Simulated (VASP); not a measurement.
# BiTe (Fm-3m) in VASP: further runs

The runs below take BiTe through single point, with PBE.

Program: VASP 6.6.1. These are calculated values, not measurements. Logs are shortened: lines on timing, memory, paths and dates and some standing lists are left out, and cuts for length are marked.

### Step 1. The cell of the first run

It takes space group Fm-3m (No. 225, cubic). The conventional cell has a = 6.231 Å, b = 6.231 Å, c = 6.231 Å, α = 90.00°, β = 90.00°, γ = 90.00°. Bi (site symmetry m-3m) has 6 Te at 3.12 Å within 4.1 Å. Te (site symmetry m-3m) has 6 Bi at 3.12 Å within 4.1 Å.

### Step 2. Single point, PBE (30.24 Å³/atom)

INCAR

```
  PREC = Accurate
  ENCUT = 520
  EDIFF = 1E-6
  ISMEAR = 0
  SIGMA = 0.1
  LREAL = False
  LASPH = True
  NELM = 100
  ALGO = Normal
  ISIF = 2
  LWAVE = False
  LCHARG = False
  GGA = PE
  NBANDS = 18
```

KPOINTS

```
Automatic mesh
0
Gamma
  12 12 12
```

POSCAR

```
BiTe
1.0
    0.0000000000      3.1155672533      3.1155672533
    3.1155672533      0.0000000000      3.1155672533
    3.1155672533      3.1155672533      0.0000000000
Bi Te
1 1
Direct
    0.0000000000      0.0000000000      0.0000000000
    0.5000000000      0.5000000000      0.5000000000
```

Potentials or basis: VASP PAW PBE potentials, release 64 (Bi_d, Te).

Started as:

```
> cat potpaw_PBE.64/Bi_d/POTCAR potpaw_PBE.64/Te/POTCAR > POTCAR
> mpirun -np 1 vasp_std > vasp.out
```

OUTCAR:

```text
PREC = Accurate
   ENCUT = 520
   EDIFF = 1E-6
   ISMEAR = 0
   LREAL = False
   LASPH = True
   NELM = 100
   ISIF = 2
   GGA = PE

 ion  position               nearest neighbor table
   1  0.000  0.000  0.000-   2 3.12   2 3.12   2 3.12   2 3.12   2 3.12   2 3.12
   2  0.500  0.500  0.500-   1 3.12   1 3.12   1 3.12   1 3.12   1 3.12   1 3.12

  LATTYP: Found a face centered cubic cell.
 ALAT       =     6.2311345066

  Lattice vectors:

 A1 = (   0.0000000000,   3.1155672533,   3.1155672533)
 A2 = (   3.1155672533,   0.0000000000,   3.1155672533)
 A3 = (   3.1155672533,   3.1155672533,   0.0000000000)

Analysis of symmetry for initial positions (statically):
=====================================================================
 Subroutine PRICEL returns:
 Original cell was already a primitive cell.

 Routine SETGRP: Setting up the symmetry group for a
 face centered cubic supercell.

 Subroutine GETGRP returns: Found 48 space group operations
 (whereof 48 operations were pure point group operations)
 out of a pool of 48 trial point group operations.

The static configuration has the point symmetry O_h .

Analysis of symmetry for dynamics (positions and initial velocities):
=====================================================================
 Subroutine PRICEL returns:
 Original cell was already a primitive cell.

 Routine SETGRP: Setting up the symmetry group for a
 face centered cubic supercell.

 Subroutine GETGRP returns: Found 48 space group operations
 (whereof 48 operations were pure point group operations)
 out of a pool of 48 trial point group operations.

The dynamic configuration has the point symmetry O_h .

 Subroutine INISYM returns: Found 48 space group operations
 (whereof 48 operations are pure point group operations),
 and found     1 'primitive' translations

----------------------------------------------------------------------------------------

                                     Primitive cell

  volume of cell :      60.4841

  direct lattice vectors                    reciprocal lattice vectors
     0.000000000  3.115567253  3.115567253    -0.160484419  0.160484419  0.160484419
     3.115567253  0.000000000  3.115567253     0.160484419 -0.160484419  0.160484419
     3.115567253  3.115567253  0.000000000     0.160484419  0.160484419 -0.160484419

  length of vectors
     4.406077464  4.406077464  4.406077464     0.277967167  0.277967167  0.277967167

  position of ions in fractional coordinates (direct lattice)
     0.000000000  0.000000000  0.000000000
     0.500000000  0.500000000  0.500000000

  ion indices of the primitive-cell ions
   primitive index   ion index
                 1           1
                 2           2

----------------------------------------------------------------------------------------

 KPOINTS: Automatic mesh

Automatic generation of k-mesh.
 Grid dimensions read from file:
 generate k-points for:   12   12   12

 Generating k-lattice:

  Cartesian coordinates                     Fractional coordinates (reciprocal lattice)
    -0.013373702  0.013373702  0.013373702     0.083333333  0.000000000  0.000000000
     0.013373702 -0.013373702  0.013373702     0.000000000  0.083333333  0.000000000
     0.013373702  0.013373702 -0.013373702     0.000000000  0.000000000  0.083333333

  Length of vectors
     0.023163931  0.023163931  0.023163931

  Shift w.r.t. Gamma in fractional coordinates (k-lattice)
     0.000000000  0.000000000  0.000000000

 Subroutine IBZKPT returns following result:
 ===========================================

 Found     72 irreducible k-points:

 Following reciprocal coordinates:
            Coordinates               Weight
  0.000000  0.000000  0.000000      1.000000
  0.083333  0.000000  0.000000      8.000000
  0.166667  0.000000  0.000000      8.000000
  0.250000  0.000000  0.000000      8.000000
  0.333333  0.000000  0.000000      8.000000
  0.416667  0.000000  0.000000      8.000000
[... 16 lines left out ...]
  0.500000  0.166667  0.000000     24.000000
 -0.416667  0.166667  0.000000     24.000000
 [... further k-points ...]
   k-points           NKPTS =     72   k-points in BZ     NKDIM =     72   number of bands    NBANDS=     18
   number of dos      NEDOS =    301   number of ions     NIONS =      2
   total plane-waves  NPLWV =  46656
   dimension x,y,z NGX =    36 NGY =   36 NGZ =   36
   dimension x,y,z NGXF=    72 NGYF=   72 NGZF=   72
   ions per type =               1   1
   NGX,Y,Z   is equivalent  to a cutoff of  13.58, 13.58, 13.58 a.u.
   NGXF,Y,Z  is equivalent  to a cutoff of  27.17, 27.17, 27.17 a.u.
 SYSTEM =  unknown system
   PREC   = accura    normal or accurate (medium, high low for compatibility)
   ISTART =      0    job   : 0-new  1-cont  2-samecut
   ICHARG =      2    charge: 1-file 2-atom 10-const
   ISPIN  =      1    spin polarized calculation?
   LNONCOLLINEAR =      F non collinear calculations
   LSORBIT =      F    spin-orbit coupling
   LASPH  =      T    aspherical Exc in radial PAW
   ENCUT  =  520.0 eV  38.22 Ry    6.18 a.u.   8.19  8.19  8.19*2*pi/ulx,y,z
   NELM   =    100;   NELMIN=  2; NELMDL= -5     # of ELM steps
   EDIFF  = 0.1E-05   stopping-criterion for ELM
   LREAL  =      F    real-space projection
   EDIFFG = 0.1E-04   stopping-criterion for IOM
   NSW    =      0    number of steps for IOM
   IBRION =     -1    ionic relax: 0-MD 1-quasi-New 2-CG
   NFREE  =      0    steps in history (QN), initial steepest desc. (CG)
   ISIF   =      2    stress and relaxation
   ISYM   =      2    0-nonsym 1-usesym 2-fastsym
   POTIM  = 0.5000    time-step for ionic-motion
   TEBEG  =    0.0;   TEEND  =   0.0 temperature during run
   PSTRESS=    0.0 pullay stress
   NELECT =      21.0000    total number of electrons
   NUPDOWN=      -1.0000    fix difference up-down
   EMIN   =  10.00;   EMAX   =-10.00  energy-range for DOS
   EFERMI =   0.00;   METHOD = LEGACY
   ISMEAR =     0;   SIGMA  =   0.10  broadening in eV -4-tet -1-fermi 0-gaus
   EFERMI_NEDOS =   21; number of points for ismear=-14 and -15
   IALGO  =     38    algorithm
   IMIX   =      4    mixing-type and parameters
     AMIX     =   0.40;   BMIX     =  1.00
     AMIX_MAG =   1.60;   BMIX_MAG =  1.00
  volume/ion in A,a.u.               =      30.24       204.08
  Fermi-wavevector in a.u.,A,eV,Ry     =   1.150626  2.174368 18.013296  1.323940
  Thomas-Fermi vector in A             =   2.287289
   LORBIT       =      0    0 simple, 1 ext, 2 COOP (PROOUT), +10 PAW based schemes
   GGA     = PE    functional components
   LHFCALC =     F    Hartree Fock is set to
   AEXX    =    0.0000 exact exchange contribution
   IVDW    =     0    specifies the selected vdW correction
   LEPSILON=     F    determine dielectric tensor
   LRPA    =     F    only Hartree local field effects (RPA)
 non-spin polarized calculation
 Gauss-broadening in eV      SIGMA  =   0.10
  energy-cutoff  :      520.00
  volume of cell :       60.48
 maximum number of plane-waves:      1660
 NGX is ok and might be reduce to    36
   NGX = 17   NGY = 17   NGZ = 17

 number of electron      20.9999998 magnetization

 Free energy of the ion-electron system (eV)
  ---------------------------------------------------
  ext. energy  EPLUGINS =         0.00000000
  ---------------------------------------------------
  free energy    TOTEN  =        -6.99626334 eV

  energy without entropy =       -6.99122707  energy(sigma->0) =       -6.99374520

 E-fermi :   8.0914     XC(G=0):  -9.9491

 val. band max:        8.0649277624   @ k =  -0.4167   0.2500   0.0833
 cond. band min:       8.1208494389   @ k =  -0.1667   0.2500   0.0833
 fundamental gap:      0.0559216765
 Fermi energy:         8.0913725285

 k-point     1 :       0.0000    0.0000    0.0000
  band No.  band energies     occupation
      1     -15.1246      2.00000
      2     -15.1246      2.00000
      3     -15.1136      2.00000
      4     -15.1136      2.00000
      5     -15.1136      2.00000
      6      -6.2732      2.00000
[... 10 lines left out ...]
     17      14.3188      0.00000
     18      14.7742      0.00000

 k-point     2 :       0.0833    0.0000    0.0000
  band No.  band energies     occupation
      1     -15.1250      2.00000
      2     -15.1250      2.00000
      3     -15.1135      2.00000
      4     -15.1130      2.00000
      5     -15.1130      2.00000
      6      -6.2015      2.00000
[... 10 lines left out ...]
     17      14.8916      0.00000
     18      15.2628      0.00000

 k-point     3 :       0.1667    0.0000    0.0000
  band No.  band energies     occupation
      1     -15.1263      2.00000
      2     -15.1263      2.00000
      3     -15.1130      2.00000
      4     -15.1112      2.00000
      5     -15.1112      2.00000
      6      -5.9874      2.00000
[... 10 lines left out ...]
     17      16.1429      0.00000
     18      16.3053      0.00000

 k-point     4 :       0.2500    0.0000    0.0000
  band No.  band energies     occupation
      1     -15.1283      2.00000
      2     -15.1283      2.00000
      3     -15.1123      2.00000
      4     -15.1084      2.00000
      5     -15.1084      2.00000
      6      -5.6342      2.00000
[... 375 lines left out ...]
      4     -15.1045      2.00000
      5     -15.1021      2.00000
      6      -4.7588      2.00000
[... 10 lines left out ...]
     17      17.1542      0.00000
     18      17.8721      0.00000

 k-point    23 :       0.5000    0.1667    0.0000
  band No.  band energies     occupation
      1     -15.1368      2.00000
      2     -15.1284      2.00000
      3     -15.1107      2.00000
      4     -15.1041      2.00000
      5     -15.1014      2.00000
      6      -4.1675      2.00000
[... 10 lines left out ...]
     17      17.1152      0.00000
     18      17.9103      0.00000

 k-point    24 :      -0.4167    0.1667    0.0000
  band No.  band energies     occupation
      1     -15.1354      2.00000
      2     -15.1302      2.00000
      3     -15.1094      2.00000
      4     -15.1042      2.00000
      5     -15.1021      2.00000
      6      -3.9409      2.00000
[... 10 lines left out ...]
     17      17.9666      0.00000
     18      19.1074      0.00000

 [... further k-points ...]
[... 5 lines left out ...]
  --------------------------------------------------------------------------------------
  -------------------------------------------------------------------------------------
  Total        3.0249206      3.0249206      3.0249206      0.0000000      0.0000000      0.0000000
  in kB       80.1277914     80.1277914     80.1277914      0.0000000      0.0000000      0.0000000
  external PRESSURE =      80.1277914 kB  Pullay stress =       0.0000000 kB

 VOLUME and BASIS-vectors are now :
 -----------------------------------------------------------------------------
  energy-cutoff  :      520.00
  volume of cell :       60.48
      direct lattice vectors                 reciprocal lattice vectors
     0.000000000  3.115567253  3.115567253    -0.160484419  0.160484419  0.160484419
     3.115567253  0.000000000  3.115567253     0.160484419 -0.160484419  0.160484419
     3.115567253  3.115567253  0.000000000     0.160484419  0.160484419 -0.160484419

 POSITION                                       TOTAL-FORCE (eV/Angst)
 -----------------------------------------------------------------------------------
      0.00000      0.00000      0.00000        -0.000000     -0.000000     -0.000000
      3.11557      3.11557      3.11557         0.000000      0.000000      0.000000
 -----------------------------------------------------------------------------------
    total drift:                               -0.000000      0.000000      0.000000

  FREE ENERGIE OF THE ION-ELECTRON SYSTEM (eV)
  ---------------------------------------------------
  free  energy   TOTEN  =        -6.9962633376 eV

  energy  without entropy=       -6.9912270705  energy(sigma->0) =       -6.99374520
```

Wall time 67 s (1 thread of Intel Xeon 8259CL, shared host); peak memory 0.25 GiB.

Results:

| Property | Result |
| --- | --- |
| Free energy | -6.9963 eV |
| Pressure | 8.0 GPa |
| Band gap on the k mesh | zero (an odd number of electrons rules out a gap without spin polarisation) |

Levels at points of the mesh, in eV from the Fermi level:
```csv
k point,band 8,band 9,band 10,band 11,band 12,band 13
"(0.00, 0.00, 0.00)",-2.85,-2.85,-2.85,2.40,2.40,2.40
"(0.50, 0.00, 0.00)",-2.15,-2.15,-1.54,-0.86,-0.80,-0.80
"(0.50, 0.50, 0.00)",-6.46,-4.57,-4.57,1.82,4.15,4.15
```

Caveat: the cell stands under pressure; spin-orbit coupling is left out, which moves the levels of the heavy elements.

### Step 3. Single point, PBE (31.27 Å³/atom)

This run uses another cell than the first one, of 31.27 Å³/atom.

INCAR

```
  ALGO = Normal
  EDIFF = 1E-7
  ENCUT = 520
  GGA = PE
  ISIF = 2
  ISMEAR = 0
  LASPH = T
  LCHARG = T
  LELF = T
  LREAL = F
  LVHAR = T
  LWAVE = F
  NBANDS = 18
  NELM = 80
  PREC = Accurate
  SIGMA = 0.1
```

KPOINTS

```
k-points
0
Gamma
  12 12 12
```

POSCAR

```
BiTe
1.0
    0.0000000000      3.1505765572      3.1505765572
    3.1505765572      0.0000000000      3.1505765572
    3.1505765572      3.1505765572      0.0000000000
Bi Te
1 1
Direct
    0.0000000000      0.0000000000      0.0000000000
    0.5000000000      0.5000000000      0.5000000000
```

Potentials or basis: VASP PAW PBE potentials, release 64 (Bi_d, Te).

Started as:

```
> cat potpaw_PBE.64/Bi_d/POTCAR potpaw_PBE.64/Te/POTCAR > POTCAR
> mpirun -np 1 vasp_std > vasp.out
```

Run time: 2 min. Hardware: 1 thread of Intel Xeon 8259CL, shared host; peak memory 0.25 GiB.

The run converged. Its results:

| Item | Value |
| --- | --- |
| Free energy | -7.0830 eV |
| Pressure | 5.4 GPa |
| Band gap on the k mesh | zero (an odd number of electrons rules out a gap without spin polarisation) |

Levels at points of the mesh, in eV from the Fermi level:
```csv
k point,band 6,band 7,band 8,band 9,band 10,band 11,band 12,band 13,band 14,band 15
"(0.00, 0.00, 0.00)",-14.10,-7.81,-2.76,-2.76,-2.76,2.33,2.33,2.33,4.54,4.54
"(0.50, 0.00, 0.00)",-11.92,-11.54,-2.08,-2.08,-1.56,-0.84,-0.74,-0.74,7.51,8.01
"(0.50, 0.50, 0.00)",-12.08,-9.96,-6.21,-4.40,-4.40,1.95,3.98,3.98,5.57,8.90
```

Caveat: the cell stands under pressure; spin-orbit coupling is left out, which moves the levels of the heavy elements.

### Step 4. Single point, PBE (32.30 Å³/atom)

This run uses another cell than the first one, of 32.30 Å³/atom.

INCAR

```
SYSTEM = BiTe
PREC = Accurate ; ENCUT = 520
EDIFF = 1E-7 ; ISMEAR = 0
SIGMA = 0.1 ; LREAL = .FALSE.
LASPH = .TRUE. ; NELM = 80
ALGO = Normal ; ISIF = 2
LWAVE = .FALSE. ; LCHARG = .FALSE.
GGA = PE ; NBANDS = 18
```

KPOINTS

```
Automatic mesh
0
G
  12 12 12
  0 0 0
```

POSCAR

```
BiTe
1.0
    0.0000000000      3.1848246377      3.1848246377
    3.1848246377      0.0000000000      3.1848246377
    3.1848246377      3.1848246377      0.0000000000
Bi Te
1 1
Direct
    0.0000000000      0.0000000000      0.0000000000
    0.5000000000      0.5000000000      0.5000000000
```

Started as:

```
> cat potpaw_PBE.64/Bi_d/POTCAR potpaw_PBE.64/Te/POTCAR > POTCAR
> mpirun -np 1 vasp_std > vasp.out
```

Run time: 2.2 min. Hardware: 1 thread of Intel Xeon 8259CL, shared host; peak memory 0.26 GiB.

Results (log left out):

```
Free energy            : -7.1393 eV
Pressure               : 3.3 GPa
Band gap on the k mesh : zero (an odd number of electrons rules out a gap without spin polarisation)
```

Levels at points of the mesh, in eV from the Fermi level:
| k point | band 8 | band 9 | band 10 | band 11 | band 12 | band 13 |
| --- | --- | --- | --- | --- | --- | --- |
| (0.00, 0.00, 0.00) | -2.67 | -2.67 | -2.67 | 2.26 | 2.26 | 2.26 |
| (0.50, 0.00, 0.00) | -2.01 | -2.01 | -1.58 | -0.83 | -0.69 | -0.69 |
| (0.50, 0.50, 0.00) | -5.98 | -4.23 | -4.23 | 2.07 | 3.82 | 3.82 |

Caveat: the cell stands under pressure; spin-orbit coupling is left out, which moves the levels of the heavy elements.

### Step 5. Summary

```csv
cell,gap on the mesh (eV),pressure (GPa)
"a = 4.406 Å, angles 60.0°, 2 atoms",none,8.0
"a = 4.456 Å, angles 60.0°, 2 atoms",none,5.4
"a = 4.504 Å, angles 60.0°, 2 atoms",none,3.3
```

Alike in all rows: task single point; level PBE; potentials or basis VASP PAW PBE potentials, release 64 (Bi_d, Te); no spin polarisation; k mesh 12 × 12 × 12; cutoff (eV) 520; smearing gaussian 0.1 eV.

Caveats: the cell stands under pressure; spin-orbit coupling is left out, which moves the levels of the heavy elements.

Absolute energies hang on the potentials; compare differences alone.
